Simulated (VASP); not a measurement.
Wanted: the native input for a VASP 6.6.1 run.

| Item | Value |
| --- | --- |
| Task | single point |
| Functional | PBE |
| Potentials or basis | VASP PAW PBE potentials, release 64 (Co) |
| Cutoff | 520 eV |
| k mesh | 21 × 21 × 12 |
| Occupations | gaussian, width 0.15 eV |
| Spin | collinear spin, ferromagnetic start |
| Starting moments | [1.86, 1.86] μB |
| Dipole correction | no |
| Further INCAR settings | ALGO = Normal; EDIFF = 1e-07; NBANDS = 20 |

The structure of Co lies in POSCAR:

```
Co
1.0
    2.4684000000      0.0000000000      0.0000000000
   -1.2342000000      2.1376971067      0.0000000000
    0.0000000000      0.0000000000      4.3548000000
Co
2
Direct
    0.3333333333      0.6666666667      0.2500000000
    0.6666666667      0.3333333333      0.7500000000
```

The input as run:

INCAR

```
  PREC = Accurate
  ENCUT = 520
  EDIFF = 1E-7
  ISMEAR = 0
  SIGMA = 0.15
  LREAL = F
  LASPH = T
  NELM = 150
  ALGO = Normal
  ISIF = 2
  LWAVE = F
  LCHARG = F
  ISPIN = 2
  MAGMOM = 1.86 1.86
  LORBIT = 11
  LMAXMIX = 4
  GGA = PE
  NBANDS = 20
```

KPOINTS

```
regular mesh
0
Gamma
  21 21 12
```

Potentials or basis: VASP PAW PBE potentials, release 64 (Co).

Launch:

```sh
$ cat potpaw_PBE.64/Co/POTCAR > POTCAR
$ mpirun -np 1 vasp_std > vasp.out
```

Results of the run:

| Quantity | Value |
| --- | --- |
| Pressure | -9.2 GPa |
| Net moment | 3.32 μB per cell |
| Site moments | Co +1.69 μB |
| Valence electrons inside the program's atomic spheres | Co 8.18 |

Wall time 110 s on 1 thread of Intel(R) Xeon(R) 6975P-C (Granite Rapids) (shared host), peak memory 0.31 GiB.
